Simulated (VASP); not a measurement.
# Ta (I4/mmm) in VASP: notebook

The runs below take Ta through single point, with r2SCAN.

Program: VASP 6.6.1. These are calculated values, not measurements. Logs are shortened: lines on timing, memory, paths and dates and some standing lists are left out, and cuts for length are marked.

## Step 1: The cell of the first run

It takes space group I4/mmm (No. 139, tetragonal). The conventional cell has a = 3.588 Å, b = 3.588 Å, c = 2.798 Å, α = 90.00°, β = 90.00°, γ = 90.00°. Within 3.7 Å of Ta (site symmetry 4/mmm) lie 14 Ta at 2.80 to 3.59 Å.

## Step 2: Single point, r2SCAN

File POSCAR:

```
Ta
1.0
   -1.7938626462      1.7938626462      1.3992128641
    1.7938626462     -1.7938626462      1.3992128641
    1.7938626462      1.7938626462     -1.3992128641
Ta
1
Direct
    0.0000000000      0.0000000000      0.0000000000
```

File INCAR.step1:

```
SYSTEM = Ta
PREC     = Accurate       ! precision mode
ENCUT    = 520            ! plane-wave cutoff, eV
ISMEAR   = 0              ! smearing method
SIGMA    = 0.15           ! smearing width, eV
LREAL    = .FALSE.        ! projectors in reciprocal space
LASPH    = .TRUE.         ! aspherical terms in the spheres
NELM     = 60             ! most SCF steps
NBANDS   = 12             ! bands
GGA      = PE             ! functional
ALGO     = Normal         ! electronic algorithm
EDIFF    = 1E-4           ! SCF threshold, eV
LWAVE    = .TRUE.         ! write WAVECAR
LCHARG   = .FALSE.        ! write CHGCAR
```

File INCAR.step2:

```
SYSTEM = Ta
PREC     = Accurate       ! precision mode
ENCUT    = 520            ! plane-wave cutoff, eV
EDIFF    = 1E-7           ! SCF threshold, eV
ISMEAR   = 0              ! smearing method
SIGMA    = 0.15           ! smearing width, eV
LREAL    = .FALSE.        ! projectors in reciprocal space
LASPH    = .TRUE.         ! aspherical terms in the spheres
NELM     = 60             ! most SCF steps
ALGO     = Normal         ! electronic algorithm
ISIF     = 2              ! what is computed and relaxed
LWAVE    = .FALSE.        ! write WAVECAR
LCHARG   = .FALSE.        ! write CHGCAR
METAGGA  = R2SCAN         ! meta-GGA
LMIXTAU  = .TRUE.       
NBANDS   = 12             ! bands
ISTART   = 1
```

File KPOINTS:

```
regular mesh
0
G
  22 22 22
  0 0 0
```

Potentials or basis: VASP PAW PBE potentials, release 64 (Ta_pv).

Launch:

```console
$ cat potpaw_PBE.64/Ta_pv/POTCAR > POTCAR
$ cp INCAR.step1 INCAR
$ mpirun -np 1 vasp_std > vasp.out
$ cp INCAR.step2 INCAR
$ mpirun -np 1 vasp_std > vasp.out
```

OUTCAR:

```text
SYSTEM = Ta
   PREC = Accurate
   ENCUT = 520
   EDIFF = 1E-7
   ISMEAR = 0
   LREAL = .FALSE.
   LASPH = .TRUE.
   NELM = 60
   ISIF = 2
   METAGGA = R2SCAN
   ISTART = 1

 ion  position               nearest neighbor table
   1  0.000  0.000  0.000-

  LATTYP: Found a body centered tetragonal cell.
 ALAT       =     3.5877252924
 C/A-ratio  =     0.7800000000

  Lattice vectors:

 A1 = (  -1.7938626462,   1.7938626462,   1.3992128641)
 A2 = (   1.7938626462,  -1.7938626462,   1.3992128641)
 A3 = (   1.7938626462,   1.7938626462,  -1.3992128641)

Analysis of symmetry for initial positions (statically):
=====================================================================
 Subroutine PRICEL returns:
 Original cell was already a primitive cell.

 Routine SETGRP: Setting up the symmetry group for a
 body centered tetragonal supercell.

 Subroutine GETGRP returns: Found 16 space group operations
 (whereof 16 operations were pure point group operations)
 out of a pool of 16 trial point group operations.

The static configuration has the point symmetry D_4h.

Analysis of symmetry for dynamics (positions and initial velocities):
=====================================================================
 Subroutine PRICEL returns:
 Original cell was already a primitive cell.

 Routine SETGRP: Setting up the symmetry group for a
 body centered tetragonal supercell.

 Subroutine GETGRP returns: Found 16 space group operations
 (whereof 16 operations were pure point group operations)
 out of a pool of 16 trial point group operations.

The dynamic configuration has the point symmetry D_4h.

 Subroutine INISYM returns: Found 16 space group operations
 (whereof 16 operations are pure point group operations),
 and found     1 'primitive' translations

----------------------------------------------------------------------------------------

                                     Primitive cell

  volume of cell :      18.0104

  direct lattice vectors                    reciprocal lattice vectors
    -1.793862646  1.793862646  1.399212864     0.000000000  0.278728141  0.357343770
     1.793862646 -1.793862646  1.399212864     0.278728141  0.000000000  0.357343770
     1.793862646  1.793862646 -1.399212864     0.278728141  0.278728141  0.000000000

  length of vectors
     2.897185363  2.897185363  2.897185363     0.453193056  0.453193056  0.394181117

  position of ions in fractional coordinates (direct lattice)
     0.000000000  0.000000000  0.000000000

  ion indices of the primitive-cell ions
   primitive index   ion index
                 1           1

----------------------------------------------------------------------------------------

 KPOINTS: regular mesh

Automatic generation of k-mesh.
 Grid dimensions read from file:
 generate k-points for:   22   22   22

 Generating k-lattice:

  Cartesian coordinates                     Fractional coordinates (reciprocal lattice)
     0.000000000  0.012669461  0.016242899     0.045454545 -0.000000000  0.000000000
     0.012669461  0.000000000  0.016242899    -0.000000000  0.045454545  0.000000000
     0.012669461  0.012669461  0.000000000     0.000000000  0.000000000  0.045454545

  Length of vectors
     0.020599684  0.020599684  0.017917323

  Shift w.r.t. Gamma in fractional coordinates (k-lattice)
     0.000000000  0.000000000  0.000000000

 Subroutine IBZKPT returns following result:
 ===========================================

 Found    834 irreducible k-points:

 Following reciprocal coordinates:
            Coordinates               Weight
  0.000000  0.000000  0.000000      1.000000
  0.045455 -0.000000  0.000000      8.000000
  0.090909 -0.000000  0.000000      8.000000
  0.136364  0.000000  0.000000      8.000000
  0.181818 -0.000000  0.000000      8.000000
  0.227273 -0.000000  0.000000      8.000000
[... 16 lines left out ...]
  0.500000  0.045455  0.000000     16.000000
 -0.454545  0.045455 -0.000000     16.000000
 [... further k-points ...]
   k-points           NKPTS =    834   k-points in BZ     NKDIM =    834   number of bands    NBANDS=     12
   number of dos      NEDOS =    301   number of ions     NIONS =      1
   total plane-waves  NPLWV =  13824
   dimension x,y,z NGX =    24 NGY =   24 NGZ =   24
   dimension x,y,z NGXF=    48 NGYF=   48 NGZF=   48
   ions per type =               1
   NGX,Y,Z   is equivalent  to a cutoff of  13.77, 13.77, 13.77 a.u.
   NGXF,Y,Z  is equivalent  to a cutoff of  27.54, 27.54, 27.54 a.u.
 SYSTEM =  Ta
   PREC   = accura    normal or accurate (medium, high low for compatibility)
   ISTART =      1    job   : 0-new  1-cont  2-samecut
   ICHARG =      0    charge: 1-file 2-atom 10-const
   ISPIN  =      1    spin polarized calculation?
   LNONCOLLINEAR =      F non collinear calculations
   LSORBIT =      F    spin-orbit coupling
   LASPH  =      T    aspherical Exc in radial PAW
   ENCUT  =  520.0 eV  38.22 Ry    6.18 a.u.   5.39  5.39  5.39*2*pi/ulx,y,z
   NELM   =     60;   NELMIN=  2; NELMDL=  0     # of ELM steps
   EDIFF  = 0.1E-06   stopping-criterion for ELM
   LREAL  =      F    real-space projection
   EDIFFG = 0.1E-05   stopping-criterion for IOM
   NSW    =      0    number of steps for IOM
   IBRION =     -1    ionic relax: 0-MD 1-quasi-New 2-CG
   NFREE  =      0    steps in history (QN), initial steepest desc. (CG)
   ISIF   =      2    stress and relaxation
   ISYM   =      2    0-nonsym 1-usesym 2-fastsym
   POTIM  = 0.5000    time-step for ionic-motion
   TEBEG  =    0.0;   TEEND  =   0.0 temperature during run
   PSTRESS=    0.0 pullay stress
   NELECT =      11.0000    total number of electrons
   NUPDOWN=      -1.0000    fix difference up-down
   EMIN   =  10.00;   EMAX   =-10.00  energy-range for DOS
   EFERMI =   0.00;   METHOD = LEGACY
   ISMEAR =     0;   SIGMA  =   0.15  broadening in eV -4-tet -1-fermi 0-gaus
   EFERMI_NEDOS =   21; number of points for ismear=-14 and -15
   IALGO  =     38    algorithm
   IMIX   =      4    mixing-type and parameters
     AMIX     =   0.40;   BMIX     =  1.00
     AMIX_MAG =   1.60;   BMIX_MAG =  1.00
  volume/ion in A,a.u.               =      18.01       121.54
  Fermi-wavevector in a.u.,A,eV,Ry     =   1.388988  2.624806 26.249534  1.929286
  Thomas-Fermi vector in A             =   2.513061
   LORBIT       =      0    0 simple, 1 ext, 2 COOP (PROOUT), +10 PAW based schemes
   METAGGA = R2SCAN    functional components
   LHFCALC =     F    Hartree Fock is set to
   AEXX    =    0.0000 exact exchange contribution
   IVDW    =     0    specifies the selected vdW correction
   LEPSILON=     F    determine dielectric tensor
   LRPA    =     F    only Hartree local field effects (RPA)
 non-spin polarized calculation
 Gauss-broadening in eV      SIGMA  =   0.15
  energy-cutoff  :      520.00
  volume of cell :       18.01
 maximum number of plane-waves:       501
 NGX is ok and might be reduce to    24
   NGX = 11   NGY = 11   NGZ = 11

 number of electron      11.0000001 magnetization

 Free energy of the ion-electron system (eV)
  ---------------------------------------------------
  ext. energy  EPLUGINS =         0.00000000
  ---------------------------------------------------
  free energy    TOTEN  =       -48.37609371 eV

  energy without entropy =      -48.36442549  energy(sigma->0) =      -48.37025960

 E-fermi :   5.6533     XC(G=0): -13.7454

 val. band max:        5.6511262973   @ k =   0.4091   0.2273   0.0455
 cond. band min:       5.6539225834   @ k =   0.5000   0.5000   0.0000
 fundamental gap:      0.0027962861
 Fermi energy:         5.6533475293

 k-point     1 :       0.0000    0.0000    0.0000
  band No.  band energies     occupation
      1     -28.9404      2.00000
      2     -28.9404      2.00000
      3     -28.6796      2.00000
      4      -2.9725      2.00000
      5       4.2002      2.00000
      6       6.6766      0.00000
      7       8.1055      0.00000
      8       8.1055      0.00000
      9      11.4298      0.00000
     10      17.5340      0.00000
     11      19.9907      0.00000
     12      19.9907      0.00000

 k-point     2 :       0.0455   -0.0000    0.0000
  band No.  band energies     occupation
      1     -28.9507      2.00000
      2     -28.9478      2.00000
      3     -28.7067      2.00000
      4      -2.8617      2.00000
      5       4.2434      2.00000
      6       6.7272      0.00000
      7       8.0146      0.00000
      8       8.0271      0.00000
      9      11.3276      0.00000
     10      17.5340      0.00000
     11      20.2295      0.00000
     12      20.2420      0.00000

 k-point     3 :       0.0909   -0.0000    0.0000
  band No.  band energies     occupation
      1     -28.9879      2.00000
      2     -28.9693      2.00000
      3     -28.7774      2.00000
      4      -2.5370      2.00000
      5       4.3511      2.00000
      6       6.8159      0.00000
      7       7.8273      0.00000
      8       7.8437      0.00000
      9      11.0696      0.00000
     10      17.5339      0.00000
     11      20.9034      0.00000
     12      20.9115      0.00000
[... 286 lines left out ...]
 k-point    23 :       0.5000    0.0455    0.0000
  band No.  band energies     occupation
      1     -30.1854      2.00000
      2     -29.2975      2.00000
      3     -29.0928      2.00000
      4       0.9627      2.00000
      5       2.9323      2.00000
      6       7.6077      0.00000
      7       9.2322      0.00000
      8      12.6647      0.00000
      9      12.9116      0.00000
     10      17.5036      0.00000
     11      17.6348      0.00000
     12      19.1841      0.00000

 k-point    24 :      -0.4545    0.0455   -0.0000
  band No.  band energies     occupation
      1     -30.1207      2.00000
      2     -29.2864      2.00000
      3     -29.0813      2.00000
      4       0.9766      2.00000
      5       3.0479      2.00000
      6       7.1320      0.00000
      7       9.3125      0.00000
      8      12.0170      0.00000
      9      12.4446      0.00000
     10      17.4559      0.00000
     11      17.5705      0.00000
     12      20.5669      0.00000

 [... further k-points ...]

------------------------ aborting loop because EDIFF is reached ----------------------------------------

  FORCE on cell =-STRESS in cart. coord.  units (eV):
  Direction    XX          YY          ZZ          XY          YZ          ZX
  --------------------------------------------------------------------------------------
  -------------------------------------------------------------------------------------
  Total       -0.4023928     -0.4023928      2.9493913      0.0000000      0.0000000      0.0000000
  in kB      -35.7963376    -35.7963376    262.3740152      0.0000000      0.0000000      0.0000000
  external PRESSURE =      63.5937800 kB  Pullay stress =       0.0000000 kB

 VOLUME and BASIS-vectors are now :
 -----------------------------------------------------------------------------
  energy-cutoff  :      520.00
  volume of cell :       18.01
      direct lattice vectors                 reciprocal lattice vectors
    -1.793862646  1.793862646  1.399212864     0.000000000  0.278728141  0.357343770
     1.793862646 -1.793862646  1.399212864     0.278728141  0.000000000  0.357343770
     1.793862646  1.793862646 -1.399212864     0.278728141  0.278728141  0.000000000

 POSITION                                       TOTAL-FORCE (eV/Angst)
 -----------------------------------------------------------------------------------
      0.00000      0.00000      0.00000         0.000000     -0.000000      0.000000
 -----------------------------------------------------------------------------------
    total drift:                                0.000000      0.000000      0.000000

  FREE ENERGIE OF THE ION-ELECTRON SYSTEM (eV)
  ---------------------------------------------------
  free  energy   TOTEN  =       -48.3760937079 eV

  energy  without entropy=      -48.3644254921  energy(sigma->0) =      -48.37025960
```

Wall time 14 min (1 thread of Intel Xeon 8259CL, shared host); peak memory 0.3 GiB.

What came out:

```
Free energy            : -48.3761 eV
Pressure               : 6.4 GPa
Band gap on the k mesh : zero (an odd number of electrons rules out a gap without spin polarisation)
```

Stress tensor (GPa, compression positive):
```
-3.58  0.00  0.00
 0.00 -3.58  0.00
 0.00  0.00 26.24
```

Caveat: the stress differs along the axes, from -4 to 26 GPa; the PAW data sets were made with another functional, which shifts forces and pressure a little; spin-orbit coupling is left out, which moves the levels of the heavy elements.

## Step 3: Single point, r2SCAN

File POSCAR:

```
Ta
1.0
   -1.5130023529      1.5130023529      1.9669030588
    1.5130023529     -1.5130023529      1.9669030588
    1.5130023529      1.5130023529     -1.9669030588
Ta
1
Direct
    0.0000000000      0.0000000000      0.0000000000
```

File INCAR.step1:

```
SYSTEM = Ta
PREC = Accurate
ENCUT = 520
ISMEAR = 0
SIGMA = 0.15
LREAL = .False.
LASPH = .True.
NELM = 60
NBANDS = 12
GGA = PE
ALGO = Normal
EDIFF = 1E-4
LWAVE = .True.
LCHARG = .False.
```

File INCAR.step2:

```
SYSTEM = Ta
PREC = Accurate
ENCUT = 520
EDIFF = 1E-7
ISMEAR = 0
SIGMA = 0.15
LREAL = .False.
LASPH = .True.
NELM = 60
ALGO = Normal
ISIF = 2
LWAVE = .False.
LCHARG = .False.
METAGGA = R2SCAN
LMIXTAU = .True.
NBANDS = 12
ISTART = 1
```

File KPOINTS:

```
regular mesh
0
Gamma
  22 22 22
  0 0 0
```

Potentials or basis: VASP PAW PBE potentials, release 64 (Ta_pv).

Launch:

```console
$ cat potpaw_PBE.64/Ta_pv/POTCAR > POTCAR
$ cp INCAR.step1 INCAR
$ mpirun -np 1 vasp_std > vasp.out
$ cp INCAR.step2 INCAR
$ mpirun -np 1 vasp_std > vasp.out
```

Wall time 12 min (1 thread of Intel Xeon 8259CL, shared host); peak memory 0.3 GiB.

Results (log left out):

```yaml
Free_energy: -48.3743 eV
Pressure: 6.3 GPa
Band_gap_on_the_k_mesh: zero (an odd number of electrons rules out a gap without spin polarisation)
```

Stress tensor (GPa, compression positive):
```
10.87  0.00  0.00
 0.00 10.87  0.00
 0.00  0.00 -2.75
```

Levels at points of the mesh, in eV from the Fermi level:
```csv
k point,band 1,band 2,band 3,band 4,band 5,band 6,band 7,band 8,band 9,band 10
"(0.00, 0.00, 0.00)",-34.58,-34.57,-34.57,-8.67,0.24,0.24,1.41,3.12,4.68,11.72
"(0.50, 0.00, 0.00)",-35.81,-34.80,-34.67,-4.94,-0.29,0.74,1.12,6.04,6.82,11.32
"(0.50, 0.50, 0.00)",-35.72,-35.05,-34.86,-4.78,-3.52,2.64,6.35,6.56,7.61,11.71
"(0.50, 0.50, 0.50)",-35.72,-35.12,-35.12,-4.64,-3.80,4.35,6.46,7.10,7.10,11.20
```

Caveat: the stress differs along the axes, from -3 to 11 GPa; the PAW data sets were made with another functional, which shifts forces and pressure a little; spin-orbit coupling is left out, which moves the levels of the heavy elements.

[end of part 1 of 2]
